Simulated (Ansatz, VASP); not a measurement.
B in VASP and in Ansatz

```
B
1.0
    -1.54856    1.54856    4.09141
     1.54856   -1.54856    4.09141
     1.54856    1.54856   -4.09141
B
3
Cartesian
  0.0000 0.0000 0.0000
  0.0000 1.5486 0.0000
  1.5486 0.0000 0.0000
```

Alike in both runs: functional PBE; k mesh 20 × 20 × 20; occupations gaussian, width 0.1 eV; no spin polarisation.

Ansatz relaxed the structure, and its values are those at the end. VASP's run is a single point on that final structure, the one shown.

|  | VASP | Ansatz |
| --- | --- | --- |
| version | VASP 6.6.1 | Ansatz 0.2.0 |
| potentials or method | VASP PAW PBE potentials, release 64 (B), cutoff 520 eV | scalar-relativistic, plane waves, PAW |
| valence electrons in the cell | 9 | 9 |

|  | VASP | Ansatz | Ansatz less VASP |
| --- | --- | --- | --- |
| gap on the k mesh at the Fermi level (eV) | none | none | - |
| pressure (GPa) | 0.0 | 0.0 | +0.04 |

A gap of «none» marks a metal or a gap that the smearing closes.
